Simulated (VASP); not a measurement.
Write the native input for VASP 6.6.1 that does the following.

| Quantity | Value |
| --- | --- |
| Task | electric field gradients |
| Functional | LDA |
| Potentials or basis | VASP PAW LDA potentials, release 64 (Sc_sv, Pt) |
| Cutoff | 520 eV |
| k mesh | 10 × 10 × 10 |
| Occupations | fermi-dirac, width 0.05 eV |
| Spin | no spin polarisation |
| Dipole correction | no |
| Further INCAR settings | ALGO = Normal; EDIFF = 1e-08; NBANDS = 18 |

The structure of ScPt lies in POSCAR:

```
ScPt
1.0
    3.2590634635      0.0000000000      0.0000000000
    0.0000000000      3.2590634635      0.0000000000
    0.0000000000      0.0000000000      3.2590634635
Sc Pt
1 1
Direct
    0.5000000000      0.5000000000      0.5000000000
    0.0000000000      0.0000000000      0.0000000000
```

These files were run (other wordings do the same):

INCAR

```
SYSTEM = ScPt
PREC = Accurate ; ENCUT = 520
EDIFF = 1E-8 ; ISMEAR = -1
SIGMA = 0.05 ; LREAL = .FALSE.
LASPH = .TRUE. ; NELM = 60
ALGO = Normal ; ISIF = 2
LWAVE = .FALSE. ; LCHARG = .FALSE.
GGA = CA ; LEFG = .TRUE.
NBANDS = 18
```

KPOINTS

```
regular mesh
0
G
  10 10 10
  0 0 0
```

Potentials or basis: VASP PAW LDA potentials, release 64 (Sc_sv, Pt).

Launch:

```sh
$ cat potpaw_LDA.64/Sc_sv/POTCAR potpaw_LDA.64/Pt/POTCAR > POTCAR
$ mpirun -np 1 vasp_std > vasp.out
```

It gave:

| Quantity | Value |
| --- | --- |
| Pressure | -3.4 GPa |
| Band gap on the k mesh | zero (an odd number of electrons rules out a gap without spin polarisation) |
| Largest electric field gradient by atom | zero within the noise of the run |

Caveat: the cell stands under tension; spin-orbit coupling is left out, which moves the levels of the heavy elements.

It took 38 s on 1 thread of AMD EPYC 7R13, with other jobs on the host, peak memory 0.13 GiB.
